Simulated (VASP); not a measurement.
# Nb (I4/mmm) in VASP: notebook, part 2 of 2

VASP 6.6.1. The steps go on from the part before.

## Step 3: Electric field gradients, LDA (equal xx and yy strain of +1 %)

Contents of INCAR:

```
SYSTEM = Nb
  ALGO = Normal
  EDIFF = 1E-8
  ENCUT = 520
  ISIF = 2
  ISMEAR = -1
  LASPH = .True.
  LCHARG = .False.
  LEFG = .True.
  LREAL = .False.
  LWAVE = .False.
  NBANDS = 12
  NELM = 60
  PREC = Accurate
  SIGMA = 0.03
```

Contents of KPOINTS:

```
k-points
0
Gamma
  13 13 13
  0 0 0
```

Contents of POSCAR:

```
Nb
1.0
    0.0000000000      2.1361500000      2.1150000000
    2.1361500000      0.0000000000      2.1150000000
    2.1361500000      2.1361500000      0.0000000000
Nb
1
Direct
    0.0000000000      0.0000000000      0.0000000000
```

Potentials or basis: VASP PAW LDA potentials, release 64 (Nb_sv).

Run with:

```
cat potpaw_LDA.64/Nb_sv/POTCAR > POTCAR
mpirun -np 1 vasp_std > vasp.out
```

OUTCAR:

```text
SYSTEM = Nb
   EDIFF = 1E-8
   ENCUT = 520
   ISIF = 2
   ISMEAR = -1
   LASPH = .True.
   LREAL = .False.
   NELM = 60
   PREC = Accurate

 ion  position               nearest neighbor table
   1  0.000  0.000  0.000-

  LATTYP: Found a body centered tetragonal cell.
 ALAT       =     3.0209723013
 C/A-ratio  =     1.4002114479

  Lattice vectors:

 A1 = (   0.0000000000,  -2.1361500000,  -2.1150000000)
 A2 = (   0.0000000000,   2.1361500000,  -2.1150000000)
 A3 = (   2.1361500000,   0.0000000000,   2.1150000000)

Analysis of symmetry for initial positions (statically):
=====================================================================
 Subroutine PRICEL returns:
 Original cell was already a primitive cell.

 Routine SETGRP: Setting up the symmetry group for a
 body centered tetragonal supercell.

 Subroutine GETGRP returns: Found 16 space group operations
 (whereof 16 operations were pure point group operations)
 out of a pool of 16 trial point group operations.

The static configuration has the point symmetry D_4h.

Analysis of symmetry for dynamics (positions and initial velocities):
=====================================================================
 Subroutine PRICEL returns:
 Original cell was already a primitive cell.

 Routine SETGRP: Setting up the symmetry group for a
 body centered tetragonal supercell.

 Subroutine GETGRP returns: Found 16 space group operations
 (whereof 16 operations were pure point group operations)
 out of a pool of 16 trial point group operations.

The dynamic configuration has the point symmetry D_4h.

 Subroutine INISYM returns: Found 16 space group operations
 (whereof 16 operations are pure point group operations),
 and found     1 'primitive' translations

----------------------------------------------------------------------------------------

                                     Primitive cell

  volume of cell :      19.3021

  direct lattice vectors                    reciprocal lattice vectors
     0.000000000  2.136150000  2.115000000    -0.234065960  0.234065960  0.236406619
     2.136150000  0.000000000  2.115000000     0.234065960 -0.234065960  0.236406619
     2.136150000  2.136150000  0.000000000     0.234065960  0.234065960 -0.236406619

  length of vectors
     3.006054195  3.006054195  3.020972301     0.406770005  0.406770005  0.406770005

  position of ions in fractional coordinates (direct lattice)
     0.000000000  0.000000000  0.000000000

  ion indices of the primitive-cell ions
   primitive index   ion index
                 1           1

----------------------------------------------------------------------------------------

 KPOINTS: k-points

Automatic generation of k-mesh.
 Grid dimensions read from file:
 generate k-points for:   13   13   13

 Generating k-lattice:
[... 65 lines left out ...]
   NSW    =      0    number of steps for IOM
   IBRION =     -1    ionic relax: 0-MD 1-quasi-New 2-CG
   NFREE  =      0    steps in history (QN), initial steepest desc. (CG)
   ISIF   =      2    stress and relaxation
   ISYM   =      2    0-nonsym 1-usesym 2-fastsym
   POTIM  = 0.5000    time-step for ionic-motion
   TEBEG  =    0.0;   TEEND  =   0.0 temperature during run
   PSTRESS=    0.0 pullay stress
   NELECT =      13.0000    total number of electrons
   NUPDOWN=      -1.0000    fix difference up-down
   EMIN   =  10.00;   EMAX   =-10.00  energy-range for DOS
   EFERMI =   0.00;   METHOD = LEGACY
   ISMEAR =    -1;   SIGMA  =   0.03  broadening in eV -4-tet -1-fermi 0-gaus
   EFERMI_NEDOS =   21; number of points for ismear=-14 and -15
   IALGO  =     38    algorithm
   IMIX   =      4    mixing-type and parameters
     AMIX     =   0.40;   BMIX     =  1.00
     AMIX_MAG =   1.60;   BMIX_MAG =  1.00
  volume/ion in A,a.u.               =      19.30       130.26
  Fermi-wavevector in a.u.,A,eV,Ry     =   1.435009  2.711774 28.017813  2.059251
  Thomas-Fermi vector in A             =   2.554355
   LORBIT       =      0    0 simple, 1 ext, 2 COOP (PROOUT), +10 PAW based schemes
   GGA     = CA    functional components
   LHFCALC =     F    Hartree Fock is set to
   AEXX    =    0.0000 exact exchange contribution
   IVDW    =     0    specifies the selected vdW correction
   LEPSILON=     F    determine dielectric tensor
   LRPA    =     F    only Hartree local field effects (RPA)
 non-spin polarized calculation
  energy-cutoff  :      520.00
  volume of cell :       19.30
 maximum number of plane-waves:       533
   NGX = 11   NGY = 11   NGZ = 11

 number of electron      13.0000000 magnetization

 Free energy of the ion-electron system (eV)
  ---------------------------------------------------
  ext. energy  EPLUGINS =         0.00000000
  ---------------------------------------------------
  free energy    TOTEN  =       -10.82294113 eV

  energy without entropy =      -10.81767856  energy(sigma->0) =      -10.82030984

 E-fermi :  10.3462     XC(G=0): -12.3665

 val. band max:       10.3353983650   @ k =  -0.3077   0.4615   0.1538
 cond. band min:      10.3533834019   @ k =   0.4615   0.0769   0.3077
 fundamental gap:      0.0179850369
 Fermi energy:        10.3461794342

 k-point     1 :       0.0000    0.0000    0.0000
  band No.  band energies     occupation
      1     -44.1376      2.00000
      2     -19.7298      2.00000
      3     -19.7296      2.00000
      4     -19.7296      2.00000
      5       4.2527      2.00000
      6      10.4433      0.07551
      7      10.4433      0.07551
      8      10.5553      0.00187
      9      12.8765      0.00000
     10      13.0219      0.00000
     11      22.2300      0.00000
     12      26.7175      0.00000
[... 331 lines left out ...]
 k-point    24 :       0.4615    0.1538    0.0000
  band No.  band energies     occupation
      1     -43.9557      2.00000
      2     -20.6983      2.00000
      3     -19.9919      2.00000
      4     -19.9395      2.00000
      5       7.2594      2.00000
      6       9.4238      2.00000
      7      10.3788      0.50454
      8      11.0342      0.00000
      9      14.9618      0.00000
     10      15.3598      0.00000
     11      20.7878      0.00000
     12      23.8458      0.00000

 [... further k-points ...]
[... 5 lines left out ...]
  --------------------------------------------------------------------------------------
  -------------------------------------------------------------------------------------
  Total       -1.4872169     -1.4872169     -1.8042817      0.0000000      0.0000000     -0.0000000
  in kB     -123.4471396   -123.4471396   -149.7652558      0.0000000      0.0000000     -0.0000000
  external PRESSURE =    -132.2198450 kB  Pullay stress =       0.0000000 kB

 VOLUME and BASIS-vectors are now :
 -----------------------------------------------------------------------------
  energy-cutoff  :      520.00
  volume of cell :       19.30
      direct lattice vectors                 reciprocal lattice vectors
     0.000000000  2.136150000  2.115000000    -0.234065960  0.234065960  0.236406619
     2.136150000  0.000000000  2.115000000     0.234065960 -0.234065960  0.236406619
     2.136150000  2.136150000  0.000000000     0.234065960  0.234065960 -0.236406619

 POSITION                                       TOTAL-FORCE (eV/Angst)
 -----------------------------------------------------------------------------------
      0.00000      0.00000      0.00000         0.000000      0.000000      0.000000
 -----------------------------------------------------------------------------------
    total drift:                               -0.000000      0.000000     -0.000000

  FREE ENERGIE OF THE ION-ELECTRON SYSTEM (eV)
  ---------------------------------------------------
  free  energy   TOTEN  =       -10.8229411280 eV

  energy  without entropy=      -10.8176785587  energy(sigma->0) =      -10.82030984

 Electric field gradients (V/A^2)
---------------------------------------------------------------------
 ion       V_xx      V_yy      V_zz      V_xy      V_xz      V_yz
---------------------------------------------------------------------
   1      -4.096    -4.096     8.191     0.000     0.000     0.000
---------------------------------------------------------------------

 Electric field gradients after diagonalization (V/A^2)
 (convention: |V_zz| > |V_xx| > |V_yy|)
----------------------------------------------------------------------
 ion       V_xx      V_yy      V_zz     asymmetry (V_yy - V_xx)/ V_zz
----------------------------------------------------------------------
   1      -4.096    -4.096     8.191       0.000
----------------------------------------------------------------------

           NMR quadrupolar parameters

 Cq : quadrupolar parameter    Cq=e*Q*V_zz/h
 eta: asymmetry parameters     (V_yy - V_xx)/ V_zz
 Q  : nuclear electric quadrupole moment in mb (millibarn)
----------------------------------------------------------------------
 ion       Cq(MHz)       eta       Q (mb)
----------------------------------------------------------------------
   1       0.020       0.000       1.000
----------------------------------------------------------------------
```

stdout:

```text
POSCAR found type information on POSCAR Nb
 POSCAR found :  1 types and       1 ions
 scaLAPACK will be used
 LDA part: xc-table for (Slater(with rela. corr.)+CA(PZ))
 , standard interpolation
 POSCAR, INCAR and KPOINTS ok, starting setup
 FFT: planning ... GRIDC
 FFT: planning ... GRID_SOFT
 FFT: planning ... GRID
 WAVECAR not read
 entering main loop
ion   1
```

Wall time 55 s (1 thread of Intel Xeon 8259CL, shared host); peak memory 0.16 GiB.

What came out:

```yaml
Free_energy: -10.8229 eV
Pressure: -13.2 GPa
Band_gap_on_the_k_mesh: zero (an odd number of electrons rules out a gap without spin polarisation)
Largest_electric_field_gradient_by_atom: Nb +8.2 V/Å²
```

Stress tensor (GPa, compression positive):
```
-12.34   0.00   0.00
  0.00 -12.34   0.00
  0.00   0.00 -14.98
```

Levels at points of the mesh, in eV from the Fermi level:
| k point | band 3 | band 4 | band 5 | band 6 | band 7 | band 8 | band 9 | band 10 |
| --- | --- | --- | --- | --- | --- | --- | --- | --- |
| (0.00, 0.00, 0.00) | -30.08 | -30.08 | -6.09 | 0.10 | 0.10 | 0.21 | 2.53 | 2.68 |

Electric field gradients, principal values (V/Å²):
| atom | least | middle | greatest (by size) |
| --- | --- | --- | --- |
| 1 Nb | -4.096 | -4.096 | 8.191 |

Caveat: the cell differs from its parent crystal (equal xx and yy strain of +1 %); the cell stands under tension; without QUAD_EFG the Cq values of the log hold for a quadrupole moment of 1 mb, not for the nuclei.

## Step 4: Electric field gradients, LDA (equal xx and yy strain of +2 %)

Contents of INCAR:

```
ALGO = Normal ; EDIFF = 1E-8
ENCUT = 520 ; GGA = CA
ISIF = 2 ; ISMEAR = -1
LASPH = True ; LCHARG = False
LEFG = True ; LREAL = False
LWAVE = False ; NBANDS = 12
NELM = 60 ; PREC = Accurate
SIGMA = 0.03
```

Contents of KPOINTS:

```
k-points
0
Gamma
  13 13 13
```

Contents of POSCAR:

```
Nb
1.0
    0.0000000000      2.1573000000      2.1150000000
    2.1573000000      0.0000000000      2.1150000000
    2.1573000000      2.1573000000      0.0000000000
Nb
1
Direct
    0.0000000000      0.0000000000      0.0000000000
```

Potentials or basis: VASP PAW LDA potentials, release 64 (Nb_sv).

Run with:

```
cat potpaw_LDA.64/Nb_sv/POTCAR > POTCAR
mpirun -np 1 vasp_std > vasp.out
```

OUTCAR:

```text
EDIFF = 1E-8
   ENCUT = 520
   GGA = CA
   ISIF = 2
   ISMEAR = -1
   LASPH = True
   LREAL = False
   NELM = 60
   PREC = Accurate

 ion  position               nearest neighbor table
   1  0.000  0.000  0.000-

  LATTYP: Found a body centered tetragonal cell.
 ALAT       =     3.0508829181
 C/A-ratio  =     1.3864838847

  Lattice vectors:

 A1 = (   0.0000000000,  -2.1573000000,  -2.1150000000)
 A2 = (   0.0000000000,   2.1573000000,  -2.1150000000)
 A3 = (   2.1573000000,   0.0000000000,   2.1150000000)

Analysis of symmetry for initial positions (statically):
=====================================================================
 Subroutine PRICEL returns:
 Original cell was already a primitive cell.

[... 542 lines left out ...]
  in kB     -142.0786272   -142.0786272   -189.7527534      0.0000000      0.0000000      0.0000000
  external PRESSURE =    -157.9700026 kB  Pullay stress =       0.0000000 kB

 VOLUME and BASIS-vectors are now :
 -----------------------------------------------------------------------------
  energy-cutoff  :      520.00
  volume of cell :       19.69
      direct lattice vectors                 reciprocal lattice vectors
     0.000000000  2.157300000  2.115000000    -0.231771195  0.231771195  0.236406619
     2.157300000  0.000000000  2.115000000     0.231771195 -0.231771195  0.236406619
     2.157300000  2.157300000  0.000000000     0.231771195  0.231771195 -0.236406619

 POSITION                                       TOTAL-FORCE (eV/Angst)
 -----------------------------------------------------------------------------------
      0.00000      0.00000      0.00000         0.000000      0.000000      0.000000
 -----------------------------------------------------------------------------------
    total drift:                               -0.000000     -0.000000     -0.000000

  FREE ENERGIE OF THE ION-ELECTRON SYSTEM (eV)
  ---------------------------------------------------
  free  energy   TOTEN  =       -10.7913362006 eV

  energy  without entropy=      -10.7859194997  energy(sigma->0) =      -10.78862785

 Electric field gradients (V/A^2)
---------------------------------------------------------------------
 ion       V_xx      V_yy      V_zz      V_xy      V_xz      V_yz
---------------------------------------------------------------------
   1      -7.175    -7.175    14.350     0.000     0.000     0.000
---------------------------------------------------------------------

 Electric field gradients after diagonalization (V/A^2)
 (convention: |V_zz| > |V_xx| > |V_yy|)
----------------------------------------------------------------------
 ion       V_xx      V_yy      V_zz     asymmetry (V_yy - V_xx)/ V_zz
----------------------------------------------------------------------
   1      -7.175    -7.175    14.350       0.000
----------------------------------------------------------------------

           NMR quadrupolar parameters

 Cq : quadrupolar parameter    Cq=e*Q*V_zz/h
 eta: asymmetry parameters     (V_yy - V_xx)/ V_zz
 Q  : nuclear electric quadrupole moment in mb (millibarn)
----------------------------------------------------------------------
 ion       Cq(MHz)       eta       Q (mb)
----------------------------------------------------------------------
   1       0.035       0.000       1.000
----------------------------------------------------------------------
```

stdout:

```text
POSCAR found type information on POSCAR Nb
 POSCAR found :  1 types and       1 ions
 scaLAPACK will be used
 LDA part: xc-table for (Slater(with rela. corr.)+CA(PZ))
 , standard interpolation
 POSCAR, INCAR and KPOINTS ok, starting setup
 FFT: planning ... GRIDC
 FFT: planning ... GRID_SOFT
 FFT: planning ... GRID
 WAVECAR not read
 entering main loop
ion   1
```

It took 57 s on 1 thread of Intel Xeon 8259CL, shared host; peak memory 0.16 GiB.

What came out:

```yaml
Free_energy: -10.7913 eV
Pressure: -15.8 GPa
Band_gap_on_the_k_mesh: zero (an odd number of electrons rules out a gap without spin polarisation)
Largest_electric_field_gradient_by_atom: Nb +14.3 V/Å²
```

Stress tensor (GPa, compression positive):
```
-14.21   0.00   0.00
  0.00 -14.21   0.00
  0.00   0.00 -18.98
```

Levels at points of the mesh, in eV from the Fermi level:
```tsv
k point	band 4	band 5	band 6	band 7	band 8	band 9
(0.00, 0.00, 0.00)	-30.13	-6.04	0.08	0.08	0.30	2.41
```

Electric field gradients, principal values (V/Å²):
| atom | least | middle | greatest (by size) |
| --- | --- | --- | --- |
| 1 Nb | -7.175 | -7.175 | 14.350 |

Caveat: the cell differs from its parent crystal (equal xx and yy strain of +2 %); the cell stands under tension; without QUAD_EFG the Cq values of the log hold for a quadrupole moment of 1 mb, not for the nuclei.

## Step 5: Electric field gradients, LDA (equal xx and yy strain of +2 %)

Contents of INCAR:

```
SYSTEM = Nb
PREC = Accurate
ENCUT = 520
EDIFF = 1E-8
ISMEAR = -1
SIGMA = 0.03
LREAL = .False.
LASPH = .True.
NELM = 80
ALGO = Normal
ISIF = 2
LWAVE = .False.
LCHARG = .False.
GGA = CA
LEFG = .True.
NBANDS = 12
```

Contents of KPOINTS:

```
regular mesh
0
Gamma
  13 13 13
  0 0 0
```

POSCAR is that of step 4.

Potentials or basis: VASP PAW LDA potentials, release 64 (Nb_sv).

Run with:

```
cat potpaw_LDA.64/Nb_sv/POTCAR > POTCAR
mpirun -np 1 vasp_std > vasp.out
```

OUTCAR:

```text
SYSTEM = Nb
   PREC = Accurate
   ENCUT = 520
   EDIFF = 1E-8
   ISMEAR = -1
   LREAL = .False.
   LASPH = .True.
   NELM = 80
   ISIF = 2
   GGA = CA

 ion  position               nearest neighbor table
   1  0.000  0.000  0.000-

  LATTYP: Found a body centered tetragonal cell.
 ALAT       =     3.0508829181
 C/A-ratio  =     1.3864838847

  Lattice vectors:

 A1 = (   0.0000000000,  -2.1573000000,  -2.1150000000)
 A2 = (   0.0000000000,   2.1573000000,  -2.1150000000)
 A3 = (   2.1573000000,   0.0000000000,   2.1150000000)
[... 564 lines left out ...]
    total drift:                               -0.000000     -0.000000     -0.000000

  FREE ENERGIE OF THE ION-ELECTRON SYSTEM (eV)
  ---------------------------------------------------
  free  energy   TOTEN  =       -10.7913362006 eV

  energy  without entropy=      -10.7859194997  energy(sigma->0) =      -10.78862785

 Electric field gradients (V/A^2)
---------------------------------------------------------------------
 ion       V_xx      V_yy      V_zz      V_xy      V_xz      V_yz
---------------------------------------------------------------------
   1      -7.175    -7.175    14.350     0.000     0.000     0.000
---------------------------------------------------------------------

 Electric field gradients after diagonalization (V/A^2)
 (convention: |V_zz| > |V_xx| > |V_yy|)
----------------------------------------------------------------------
 ion       V_xx      V_yy      V_zz     asymmetry (V_yy - V_xx)/ V_zz
----------------------------------------------------------------------
   1      -7.175    -7.175    14.350       0.000
----------------------------------------------------------------------

           NMR quadrupolar parameters

 Cq : quadrupolar parameter    Cq=e*Q*V_zz/h
 eta: asymmetry parameters     (V_yy - V_xx)/ V_zz
 Q  : nuclear electric quadrupole moment in mb (millibarn)
----------------------------------------------------------------------
 ion       Cq(MHz)       eta       Q (mb)
----------------------------------------------------------------------
   1       0.035       0.000       1.000
----------------------------------------------------------------------
```

It took 49 s on 1 thread of Intel Xeon 8259CL, shared host; peak memory 0.16 GiB.

Results:

- Free energy: -10.7913 eV
- Pressure: -15.8 GPa
- Band gap on the k mesh: zero (an odd number of electrons rules out a gap without spin polarisation)
- Largest electric field gradient by atom: Nb +14.3 V/Å²

Stress tensor (GPa, compression positive):
```
-14.21   0.00   0.00
  0.00 -14.21   0.00
  0.00   0.00 -18.98
```

Electric field gradients, principal values (V/Å²):
```tsv
atom	least	middle	greatest (by size)
1 Nb	-7.175	-7.175	14.350
```

Caveat: the cell differs from its parent crystal (equal xx and yy strain of +2 %); the cell stands under tension; without QUAD_EFG the Cq values of the log hold for a quadrupole moment of 1 mb, not for the nuclei.
